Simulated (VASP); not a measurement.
Input of a VASP 6.6.1 run:

File INCAR:

```
  PREC = Accurate
  ENCUT = 520
  EDIFF = 1E-7
  ISMEAR = 0
  SIGMA = 0.15
  LREAL = False
  LASPH = True
  NELM = 60
  ALGO = Fast
  ISIF = 2
  LWAVE = False
  LCHARG = False
  GGA = PE
  NBANDS = 12
```

File KPOINTS:

```
Automatic mesh
0
Gamma
  18 18 18
```

The input POSCAR:

```
Ta
1.0
   -1.7507551652      1.6594835689      1.7217142027
    1.7507551652     -1.6594835689      1.7217142027
    1.7507551652      1.6594835689     -1.7217142027
Ta
1
Direct
    0.0000000000      0.0000000000      0.0000000000
```

Potentials or basis: VASP PAW PBE potentials, release 64 (Ta_pv).

The run is started by

```sh
$ cat potpaw_PBE.64/Ta_pv/POTCAR > POTCAR
$ mpirun -np 1 vasp_std > vasp.out
```

Task: Estimate the pressure.

Result: -14.6 GPa.

Stress tensor (GPa, compression positive):
```
-16.24   0.00   0.00
  0.00 -12.58   0.00
  0.00   0.00 -14.97
```

Caveat: the cell differs from its parent crystal (normal strain along x +0.0550, normal strain along z +0.0375).
